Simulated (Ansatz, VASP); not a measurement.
# RbBr: VASP beside Ansatz

```
CELL_PARAMETERS angstrom
0.00000 3.46083 3.46083
3.46083 0.00000 3.46083
3.46083 3.46083 0.00000
ATOMIC_POSITIONS crystal
Rb 0.00000 0.00000 0.00000
Br 0.50000 0.50000 0.50000
```

Alike in both runs: task single point; functional PBE-based screened hybrid with a share of 0.1 of exact exchange and HFSCREEN = 0.1; k mesh 4 × 4 × 4; no spin polarisation.

|  | VASP | Ansatz |
| --- | --- | --- |
| version | VASP 6.6.1 | Ansatz 0.2.0 |
| potentials or method | VASP PAW PBE potentials, release 64 (Rb_sv, Br) | plane waves |
| plane-wave cutoff (eV) | 520 | 420 |
| occupations | gaussian, width 0.01 eV | fixed |
| valence electrons in the cell | 16 | 16 |

|  | VASP | Ansatz | Ansatz less VASP |
| --- | --- | --- | --- |
| gap on the k mesh at the Fermi level (eV) | 4.88 | 4.88 | -0.001 |
| pressure (GPa) | 0.5 | 0.4 | -0.01 |

VASP's potentials were made for PBE, not for PBE-based screened hybrid. Ansatz's warnings: stress exchange threshold loose, stress scf threshold loose.
